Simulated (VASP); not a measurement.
# Os (P6_3/mmc) in VASP: further runs, part 2 of 2

VASP 6.6.1. The steps go on from the part before.

## Step 3: Relaxation of cell and atoms, PBEsol

This run uses another cell than the first one, of 13.98 Å³/atom, 1.007 times its volume.

INCAR

```
SYSTEM = Os
PREC     = Accurate       ! precision mode
ENCUT    = 600            ! plane-wave cutoff, eV
EDIFF    = 1E-6           ! SCF threshold, eV
ISMEAR   = 0              ! smearing method
SIGMA    = 0.1            ! smearing width, eV
LREAL    = .False.        ! projectors in reciprocal space
LASPH    = .True.         ! aspherical terms in the spheres
NELM     = 80             ! most SCF steps
ALGO     = Normal         ! electronic algorithm
ISIF     = 3              ! what is computed and relaxed
LWAVE    = .False.        ! write WAVECAR
LCHARG   = .False.        ! write CHGCAR
GGA      = PS             ! functional
IBRION   = 2              ! ionic algorithm
NSW      = 80             ! ionic steps
EDIFFG   = -0.03          ! ionic threshold
```

KPOINTS

```
regular mesh
0
Gamma
  9 9 5
  0 0 0
```

POSCAR

```
Os
1.0
    2.7341000000      0.0000000000      0.0000000000
   -1.3670500000      2.3678000600      0.0000000000
    0.0000000000      0.0000000000      4.3197000000
Os
2
Direct
    0.3333333333      0.6666666667      0.2500000000
    0.6666666667      0.3333333333      0.7500000000
```

Potentials or basis: VASP PAW PBE potentials, release 64 (Os).

Command:

```console
> cat potpaw_PBE.64/Os/POTCAR > POTCAR
> mpirun -np 1 vasp_std > vasp.out
```

OUTCAR:

```text
SYSTEM = Os
   PREC = Accurate
   ENCUT = 600
   EDIFF = 1E-6
   ISMEAR = 0
   LREAL = .False.
   LASPH = .True.
   NELM = 80
   ISIF = 3
   GGA = PS
   IBRION = 2
   NSW = 80
   EDIFFG = -0.03

 ion  position               nearest neighbor table
   1  0.333  0.667  0.250-   2 2.68   2 2.68   2 2.68   2 2.68   2 2.68   2 2.68
   2  0.667  0.333  0.750-   1 2.68   1 2.68   1 2.68   1 2.68   1 2.68   1 2.68

  LATTYP: Found a hexagonal cell.
 ALAT       =     2.7341000000
 C/A-ratio  =     1.5799348963

  Lattice vectors:

 A1 = (   2.7341000000,   0.0000000000,   0.0000000000)
 A2 = (  -1.3670500000,   2.3678000600,   0.0000000000)
 A3 = (   0.0000000000,   0.0000000000,   4.3197000000)

Analysis of symmetry for initial positions (statically):
=====================================================================
 Subroutine PRICEL returns:
 Original cell was already a primitive cell.

 Routine SETGRP: Setting up the symmetry group for a
 hexagonal supercell.

 Subroutine GETGRP returns: Found 24 space group operations
 (whereof 12 operations were pure point group operations)
 out of a pool of 24 trial point group operations.

The static configuration has the point symmetry D_3d.
 The point group associated with its full space group is D_6h.

Analysis of symmetry for dynamics (positions and initial velocities):
=====================================================================
 Subroutine PRICEL returns:
 Original cell was already a primitive cell.

 Routine SETGRP: Setting up the symmetry group for a
 hexagonal supercell.

 Subroutine GETGRP returns: Found 24 space group operations
 (whereof 12 operations were pure point group operations)
 out of a pool of 24 trial point group operations.

The dynamic configuration has the point symmetry D_3d.
 The point group associated with its full space group is D_6h.

 Subroutine INISYM returns: Found 24 space group operations
 (whereof 12 operations are pure point group operations),
 and found     1 'primitive' translations

----------------------------------------------------------------------------------------

                                     Primitive cell

  volume of cell :      27.9649

  direct lattice vectors                    reciprocal lattice vectors
     2.734100000  0.000000000  0.000000000     0.365751070  0.211166478  0.000000000
    -1.367050000  2.367800060  0.000000000     0.000000000  0.422332957  0.000000000
     0.000000000  0.000000000  4.319700000     0.000000000  0.000000000  0.231497558

  length of vectors
     2.734100000  2.734100003  4.319700000     0.422332957  0.422332957  0.231497558

  position of ions in fractional coordinates (direct lattice)
     0.333333333  0.666666667  0.250000000
     0.666666667  0.333333333  0.750000000

  ion indices of the primitive-cell ions
   primitive index   ion index
                 1           1
                 2           2

----------------------------------------------------------------------------------------

 KPOINTS: regular mesh

Automatic generation of k-mesh.
 Grid dimensions read from file:
 generate k-points for:    9    9    5

 Generating k-lattice:

[... 44 lines left out ...]
   number of dos      NEDOS =    301   number of ions     NIONS =      2
   total plane-waves  NPLWV =  20736
   dimension x,y,z NGX =    24 NGY =   24 NGZ =   36
   dimension x,y,z NGXF=    48 NGYF=   48 NGZF=   72
   ions per type =               2
   NGX,Y,Z   is equivalent  to a cutoff of  14.59, 14.59, 13.85 a.u.
   NGXF,Y,Z  is equivalent  to a cutoff of  29.19, 29.19, 27.71 a.u.
 SYSTEM =  Os
   PREC   = accura    normal or accurate (medium, high low for compatibility)
   ISTART =      0    job   : 0-new  1-cont  2-samecut
   ICHARG =      2    charge: 1-file 2-atom 10-const
   ISPIN  =      1    spin polarized calculation?
   LNONCOLLINEAR =      F non collinear calculations
   LSORBIT =      F    spin-orbit coupling
   LASPH  =      T    aspherical Exc in radial PAW
   ENCUT  =  600.0 eV  44.10 Ry    6.64 a.u.   5.46  5.46  8.63*2*pi/ulx,y,z
   NELM   =     80;   NELMIN=  2; NELMDL= -5     # of ELM steps
   EDIFF  = 0.1E-05   stopping-criterion for ELM
   LREAL  =      F    real-space projection
   EDIFFG = -.3E-01   stopping-criterion for IOM
   NSW    =     80    number of steps for IOM
   IBRION =      2    ionic relax: 0-MD 1-quasi-New 2-CG
   NFREE  =      1    steps in history (QN), initial steepest desc. (CG)
   ISIF   =      3    stress and relaxation
   ISYM   =      2    0-nonsym 1-usesym 2-fastsym
   POTIM  = 0.5000    time-step for ionic-motion
   TEBEG  =    0.0;   TEEND  =   0.0 temperature during run
   PSTRESS=    0.0 pullay stress
   NELECT =      16.0000    total number of electrons
   NUPDOWN=      -1.0000    fix difference up-down
   EMIN   =  10.00;   EMAX   =-10.00  energy-range for DOS
   EFERMI =   0.00;   METHOD = LEGACY
   ISMEAR =     0;   SIGMA  =   0.10  broadening in eV -4-tet -1-fermi 0-gaus
   EFERMI_NEDOS =   21; number of points for ismear=-14 and -15
   IALGO  =     38    algorithm
   IMIX   =      4    mixing-type and parameters
     AMIX     =   0.40;   BMIX     =  1.00
     AMIX_MAG =   1.60;   BMIX_MAG =  1.00
  volume/ion in A,a.u.               =      13.98        94.36
  Fermi-wavevector in a.u.,A,eV,Ry     =   1.359076  2.568282 25.131161  1.847088
  Thomas-Fermi vector in A             =   2.485855
   LORBIT       =      0    0 simple, 1 ext, 2 COOP (PROOUT), +10 PAW based schemes
   GGA     = PS    functional components
   LHFCALC =     F    Hartree Fock is set to
   AEXX    =    0.0000 exact exchange contribution
   IVDW    =     0    specifies the selected vdW correction
   LEPSILON=     F    determine dielectric tensor
   LRPA    =     F    only Hartree local field effects (RPA)
 conjugate gradient relaxation of ions
 non-spin polarized calculation
 Gauss-broadening in eV      SIGMA  =   0.10
  energy-cutoff  :      600.00
  volume of cell :       27.96
 maximum number of plane-waves:       965
 NGX is ok and might be reduce to    24
   NGX = 11   NGY = 11   NGZ = 17

--------------------------------------- Ionic step        1  -------------------------------------------

 number of electron      16.0000001 magnetization

 Free energy of the ion-electron system (eV)
  ---------------------------------------------------
  ext. energy  EPLUGINS =         0.00000000
  ---------------------------------------------------
  free energy    TOTEN  =       -24.51277833 eV

  energy without entropy =      -24.50619038  energy(sigma->0) =      -24.50948436

------------------------ aborting loop because EDIFF is reached ----------------------------------------

  FORCE on cell =-STRESS in cart. coord.  units (eV):
  Direction    XX          YY          ZZ          XY          YZ          ZX
  --------------------------------------------------------------------------------------
  -------------------------------------------------------------------------------------
  Total       -0.4845435     -0.4845435     -0.3490650      0.0000000      0.0000000      0.0000000
  in kB      -27.7606952    -27.7606953    -19.9988002      0.0000000      0.0000000      0.0000000
  external PRESSURE =     -25.1733969 kB  Pullay stress =       0.0000000 kB
[... 23 lines left out ...]
--------------------------------------- Ionic step        2  -------------------------------------------

 number of electron      16.0000000 magnetization

 E-fermi :  10.0143     XC(G=0): -14.3387

 val. band max:       10.0099327601   @ k =   0.1111   0.1111   0.4000
 cond. band min:      10.0445401503   @ k =   0.1111   0.0000   0.4000
 fundamental gap:      0.0346073902
 Fermi energy:        10.0142712278

 k-point     1 :       0.0000    0.0000    0.0000
  band No.  band energies     occupation
      1      -1.4865      2.00000
      2       1.6586      2.00000
      3       6.5851      2.00000
      4       6.5851      2.00000
      5       6.8227      2.00000
      6       7.4679      2.00000
      7       7.4679      2.00000
      8       8.2083      2.00000
      9       8.2083      2.00000
     10       9.7752      1.99928
     11      11.5950      0.00000
     12      11.5950      0.00000
[... 560 lines left out ...]
--------------------------------------- Ionic step        8  -------------------------------------------

 number of electron      16.0000001 magnetization

 Free energy of the ion-electron system (eV)
  ---------------------------------------------------
  ext. energy  EPLUGINS =         0.00000000
  ---------------------------------------------------
  free energy    TOTEN  =       -24.51413230 eV

  energy without entropy =      -24.50759575  energy(sigma->0) =      -24.51086403

 E-fermi :   9.5977     XC(G=0): -14.1902

 val. band max:        9.4142267737   @ k =   0.4444   0.1111   0.4000
 cond. band min:       9.5977330402   @ k =   0.1111   0.1111   0.4000
 fundamental gap:      0.1835062665
 Fermi energy:         9.5976520009

 k-point     1 :       0.0000    0.0000    0.0000
  band No.  band energies     occupation
      1      -1.6491      2.00000
      2       1.5134      2.00000
      3       6.3033      2.00000
      4       6.3033      2.00000
      5       6.5543      2.00000
      6       7.1539      2.00000
      7       7.1539      2.00000
      8       7.8455      2.00000
      9       7.8455      2.00000
     10       9.3896      1.99674
     11      11.1220      0.00000
     12      11.1220      0.00000
[... 374 lines left out ...]
  FREE ENERGIE OF THE ION-ELECTRON SYSTEM (eV)
  ---------------------------------------------------
  free  energy   TOTEN  =       -24.5141323031 eV

  energy  without entropy=      -24.5075957528  energy(sigma->0) =      -24.51086403

 reached required accuracy - stopping structural energy minimisation
```

Run time: 35 s. Hardware: 1 thread of Intel Xeon 6975P-C (Granite Rapids), shared host; peak memory 0.18 GiB.

Results:

```
Free energy                            : -24.5141 eV
Relaxed volume                         : 13.90 Å³/atom
Relaxed cell                           : a = 2.727 Å, b = 2.727 Å, c = 4.315 Å, α = 90.00°, β = 90.00°, γ = 120.00°
Space group after relaxing (to 0.05 Å) : P6_3/mmc (No. 194)
Energy gained by relaxing              : 0.7 meV/atom
Ionic steps                            : 8
Pressure after relaxing                : 0.1 GPa
Band gap on the k mesh                 : zero (band 8 reaches 11.46 eV, above the bottom of band 9 at 7.57 eV)
```

Step by step:
| step | energy change (eV) | largest force (eV/Å) | pressure (GPa) | volume (Å³) |
| --- | --- | --- | --- | --- |
| 1 | 0.0000 | 0.0000 | -2.52 | 27.96 |
| 2 | 0.0256 | 0.0000 | 12.35 | 27.09 |
| 3 | -0.0013 | 0.0000 | 0.03 | 27.80 |
| 4 | -0.0013 | 0.0000 | 0.03 | 27.80 |
| 5 | 0.0053 | 0.0000 | 6.00 | 27.44 |
| 6 | -0.0013 | 0.0000 | 0.12 | 27.80 |
| 7 | -0.0013 | 0.0000 | 0.05 | 27.80 |
| 8 | -0.0014 | 0.0000 | 0.09 | 27.80 |

Final structure:
```cif
data_structure
_symmetry_space_group_name_H-M 'P 1'
_symmetry_Int_Tables_number 1
_cell_length_a 2.7274
_cell_length_b 2.7274
_cell_length_c 4.3150
_cell_angle_alpha 90.000
_cell_angle_beta 90.000
_cell_angle_gamma 120.000
_cell_volume 27.80
loop_
_atom_site_label
_atom_site_type_symbol
_atom_site_fract_x
_atom_site_fract_y
_atom_site_fract_z
_atom_site_occupancy
Os1 Os 0.33333 0.66667 0.25000 1
Os2 Os 0.66667 0.33333 0.75000 1
```

Levels at points of the mesh, in eV from the Fermi level:
```tsv
k point	band 5	band 6	band 7	band 8	band 9	band 10	band 11	band 12
(0.00, 0.00, 0.00)	-3.04	-2.44	-2.44	-1.75	-1.75	-0.21	1.52	1.52
```

Caveat: the PAW data sets were made with another functional, which shifts forces and pressure a little; spin-orbit coupling is left out, which moves the levels of the heavy elements.
